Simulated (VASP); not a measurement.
# Sn in VASP: further runs, part 2 of 2

VASP 6.6.1. The steps go on from the part before.

## 3. Single point, PBE+D3(BJ)

INCAR

```
ALGO = Fast
EDIFF = 1E-6
ENCUT = 520
GGA = PE
ISIF = 2
ISMEAR = 0
IVDW = 12
LASPH = T
LCHARG = F
LREAL = F
LWAVE = F
NBANDS = 13
NELM = 100
PREC = Accurate
SIGMA = 0.15
```

KPOINTS

```
k-points
0
Gamma
  26 26 26
```

POSCAR

```
Sn
1.0
   -1.6995450327      1.6997457086      2.3096829868
    1.6995450327     -1.6997457086      2.3096829868
    1.6995450327      1.6997457086     -2.3096829868
Sn
1
Direct
    0.0000000000      0.0000000000      0.0000000000
```

Potentials or basis: VASP PAW PBE potentials, release 64 (Sn_d).

Run with:

```
> cat potpaw_PBE.64/Sn_d/POTCAR > POTCAR
> mpirun -np 1 vasp_std > vasp.out
```

OUTCAR:

```text
EDIFF = 1E-6
   ENCUT = 520
   GGA = PE
   ISIF = 2
   ISMEAR = 0
   IVDW = 12
   LASPH = T
   LREAL = F
   NELM = 100
   PREC = Accurate
 IVDW          = 12

 ion  position               nearest neighbor table
   1  0.000  0.000  0.000-

  LATTYP: Found a body centered orthorhombic cell.
 ALAT       =     3.3990900654
 B/A-ratio  =     1.0001180762
 C/A-ratio  =     1.3590007575

  Lattice vectors:

 A1 = (  -1.6995450327,   1.6997457086,   2.3096829868)
 A2 = (   1.6995450327,  -1.6997457086,   2.3096829868)
 A3 = (   1.6995450327,   1.6997457086,  -2.3096829868)

Analysis of symmetry for initial positions (statically):
=====================================================================
 Subroutine PRICEL returns:
 Original cell was already a primitive cell.

 Routine SETGRP: Setting up the symmetry group for a
 body centered orthorhombic supercell.

 Subroutine GETGRP returns: Found  8 space group operations
 (whereof  8 operations were pure point group operations)
 out of a pool of  8 trial point group operations.

The static configuration has the point symmetry D_2h.

Analysis of symmetry for dynamics (positions and initial velocities):
=====================================================================
 Subroutine PRICEL returns:
 Original cell was already a primitive cell.

 Routine SETGRP: Setting up the symmetry group for a
 body centered orthorhombic supercell.

 Subroutine GETGRP returns: Found  8 space group operations
 (whereof  8 operations were pure point group operations)
 out of a pool of  8 trial point group operations.

The dynamic configuration has the point symmetry D_2h.

 Subroutine INISYM returns: Found  8 space group operations
 (whereof  8 operations are pure point group operations),
 and found     1 'primitive' translations

----------------------------------------------------------------------------------------

                                     Primitive cell

  volume of cell :      26.6888

[... 114 lines left out ...]
   IVDW    =    12    specifies the selected vdW correction
   LEPSILON=     F    determine dielectric tensor
   LRPA    =     F    only Hartree local field effects (RPA)
 non-spin polarized calculation
 RMM-DIIS sequential band-by-band and
 Gauss-broadening in eV      SIGMA  =   0.15
  energy-cutoff  :      520.00
  volume of cell :       26.69
 maximum number of plane-waves:       740
 NGX is ok and might be reduce to    28
   NGX = 13   NGY = 13   NGZ = 13

 number of electron      14.0000005 magnetization

 Free energy of the ion-electron system (eV)
  ---------------------------------------------------
  ext. energy  EPLUGINS =         0.00000000
  ---------------------------------------------------
  free energy    TOTEN  =        -3.77832293 eV

  energy without entropy =       -3.77239252  energy(sigma->0) =       -3.77535772

 E-fermi :   8.3929     XC(G=0): -10.4495

 val. band max:        8.3925018458   @ k =   0.3462   0.4615   0.0385
 cond. band min:       8.3966491542   @ k =  -0.3077  -0.4615   0.1154
 fundamental gap:      0.0041473084
 Fermi energy:         8.3928540988

 k-point     1 :       0.0000    0.0000    0.0000
  band No.  band energies     occupation
      1     -13.2198      2.00000
      2     -13.2197      2.00000
      3     -13.1937      2.00000
      4     -13.1445      2.00000
      5     -13.1146      2.00000
      6      -2.9073      2.00000
      7      16.1713      0.00000
      8      16.2502      0.00000
      9      16.2529      0.00000
     10      19.0086      0.00000
     11      20.2707      0.00000
     12      20.2737      0.00000
     13      20.4465      0.00000
[... 354 lines left out ...]
  band No.  band energies     occupation
      1     -13.2107      2.00000
      2     -13.2079      2.00000
      3     -13.1839      2.00000
      4     -13.0784      2.00000
      5     -13.0647      2.00000
      6      -0.1890      2.00000
      7       6.2476      2.00000
      8      13.7197      0.00000
      9      14.8771      0.00000
     10      18.2109      0.00000
     11      18.9432      0.00000
     12      20.0869      0.00000
     13      20.2749      0.00000

 [... further k-points ...]

------------------------ aborting loop because EDIFF is reached ----------------------------------------

 Edisp (eV)   -0.39205

 E8    (eV) :    -0.1882

  FORCE on cell =-STRESS in cart. coord.  units (eV):
  Direction    XX          YY          ZZ          XY          YZ          ZX
  --------------------------------------------------------------------------------------
  -------------------------------------------------------------------------------------
  Total       0.02077     0.01987     0.02693     0.00000     0.00000     0.00000
  in kB       1.24687     1.19305     1.61640     0.00000     0.00000     0.00000
  external pressure =        1.35 kB  Pullay stress =        0.00 kB

 VOLUME and BASIS-vectors are now :
 -----------------------------------------------------------------------------
  energy-cutoff  :      520.00
  volume of cell :       26.69
      direct lattice vectors                 reciprocal lattice vectors
    -1.699545033  1.699745709  2.309682987     0.000000000  0.294161649  0.216479925
     1.699545033 -1.699745709  2.309682987     0.294196382  0.000000000  0.216479925
     1.699545033  1.699745709 -2.309682987     0.294196382  0.294161649  0.000000000

 POSITION                                       TOTAL-FORCE (eV/Angst)
 -----------------------------------------------------------------------------------
      0.00000      0.00000      0.00000         0.000000      0.000000      0.000000
 -----------------------------------------------------------------------------------
    total drift:                               -0.000000     -0.000000     -0.000000

  FREE ENERGIE OF THE ION-ELECTRON SYSTEM (eV)
  ---------------------------------------------------
  free  energy   TOTEN  =        -4.1703732565 eV

  energy  without entropy=       -4.1644428508  energy(sigma->0) =       -4.16740805
```

OSZICAR:

```text
N       E                     dE             d eps       ncg     rms          rms(c)
DAV:   1     0.807661309126E+02    0.80766E+02   -0.71723E+03 66286   0.162E+03
DAV:   2     0.185088023614E+01   -0.78915E+02   -0.76341E+02 67991   0.341E+02
DAV:   3    -0.367577691813E+01   -0.55267E+01   -0.55044E+01 76119   0.730E+01
DAV:   4    -0.378774242586E+01   -0.11197E+00   -0.11194E+00 78627   0.111E+01
DAV:   5    -0.379148267622E+01   -0.37403E-02   -0.37401E-02 84045   0.198E+00    0.135E+00
RMM:   6    -0.378178517974E+01    0.96975E-02   -0.80522E-03 81389   0.117E+00    0.774E-01
RMM:   7    -0.377839187519E+01    0.33933E-02   -0.66207E-03 81106   0.960E-01    0.935E-02
RMM:   8    -0.377828760134E+01    0.10427E-03   -0.75584E-04 89311   0.415E-01    0.285E-02
RMM:   9    -0.377831948955E+01   -0.31888E-04   -0.30736E-04 99513   0.169E-01    0.197E-02
RMM:  10    -0.377832053769E+01   -0.10481E-05   -0.47505E-05 87543   0.102E-01    0.283E-03
RMM:  11    -0.377832261624E+01   -0.20786E-05   -0.27537E-05103359   0.492E-02    0.557E-03
RMM:  12    -0.377832292582E+01   -0.30957E-06   -0.18777E-06 57035   0.149E-02
   1 F= -.41703733E+01 E0= -.41674081E+01  d E =-.593041E-02
```

stdout:

```text
POSCAR found type information on POSCAR Sn
 POSCAR found :  1 types and       1 ions
 scaLAPACK will be used
 LDA part: xc-table for (Slater+PW92), standard interpolation
 POSCAR, INCAR and KPOINTS ok, starting setup
 FFT: planning ... GRIDC
 FFT: planning ... GRID_SOFT
 FFT: planning ... GRID
 WAVECAR not read
 entering main loop
WARNING in EDDRMM: call to ZHEGV failed, returncode =   6  3     10
WARNING in EDDRMM: call to ZHEGV failed, returncode =   6  3     10
WARNING in EDDRMM: call to ZHEGV failed, returncode =   6  3     10
WARNING in EDDRMM: call to ZHEGV failed, returncode =   6  3     12
WARNING in EDDRMM: call to ZHEGV failed, returncode =   6  3     10
WARNING in EDDRMM: call to ZHEGV failed, returncode =   6  3     11
WARNING in EDDRMM: call to ZHEGV failed, returncode =   8  4     11
WARNING in EDDRMM: call to ZHEGV failed, returncode =   6  3     10
WARNING in EDDRMM: call to ZHEGV failed, returncode =   8  4     12
WARNING in EDDRMM: call to ZHEGV failed, returncode =   6  3     10
WARNING in EDDRMM: call to ZHEGV failed, returncode =   6  3     11
WARNING in EDDRMM: call to ZHEGV failed, returncode =   8  4     11
WARNING in EDDRMM: call to ZHEGV failed, returncode =   8  4     12
WARNING in EDDRMM: call to ZHEGV failed, returncode =   6  3     13
WARNING in EDDRMM: call to ZHEGV failed, returncode =   8  4     11
WARNING in EDDRMM: call to ZHEGV failed, returncode =   6  3     10
```

Wall time 11 min (1 thread of Intel Xeon Platinum 8488C (Sapphire Rapids), shared host); peak memory 0.84 GiB.

Results:

- Free energy: -4.1704 eV
- Pressure: 0.1 GPa
- Band gap on the k mesh: zero (bands 7 and 8 overlap by 9.94 eV)
- Dispersion energy per atom: -0.392 eV

Caveat: spin-orbit coupling is left out, which moves the levels of the heavy elements.
